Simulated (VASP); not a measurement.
# Os: single point with PBE+U

Os:

```
Os
1.0
     0.00000    1.92204    1.92204
     1.92204    0.00000    1.92204
     1.92204    1.92204    0.00000
Os
1
Direct
  0.00000 0.00000 0.00000
```

```
Program                : VASP 6.6.1
Task                   : single point
Functional             : PBE
Potentials or basis    : VASP PAW PBE potentials, release 64 (Os)
Cutoff                 : 520 eV
k mesh                 : 10 × 10 × 10
Occupations            : gaussian, width 0.1 eV
Spin                   : no spin polarisation
Hubbard terms          : Os d U = 5.6 eV, J = 0.69 eV
Dipole correction      : no
LDAUTYPE               : 1
Hund's J               : 0.69
Further INCAR settings : ALGO = Fast; EDIFF = 1e-06; NBANDS = 10
```

The pressure is -7.8 GPa. The band gap on the k mesh is zero (band 4 reaches 11.36 eV, above the bottom of band 5 at 6.85 eV).

Levels at points of the mesh, in eV from the Fermi level:
| k point | band 1 | band 2 | band 3 | band 4 | band 5 | band 6 | band 7 | band 8 |
| --- | --- | --- | --- | --- | --- | --- | --- | --- |
| (0.00, 0.00, 0.00) | -9.80 | -2.14 | -2.14 | -2.14 | -0.66 | -0.66 | 15.09 | 20.96 |
| (0.50, 0.00, 0.00) | -6.79 | -3.32 | -3.32 | 0.71 | 2.76 | 2.76 | 9.71 | 14.72 |
| (0.50, 0.50, 0.00) | -8.02 | -6.00 | 1.73 | 3.19 | 3.93 | 3.93 | 12.46 | 13.10 |

Eigenvalues of the final occupation matrices:
```
    site  spin  trace               eigenvalues
site 1 d     1   3.35  0.55 0.55 0.55 0.85 0.85
site 1 d     2   3.35  0.55 0.55 0.55 0.85 0.85
```

Wall time 100 s on 1 thread of AMD EPYC 7R13, with other jobs on the host, peak memory 0.1 GiB.

Caveat: spin-orbit coupling is left out, which moves the levels of the heavy elements; U without spin polarisation on a metal has little footing; the U is typed as a test and isn't derived for this compound.
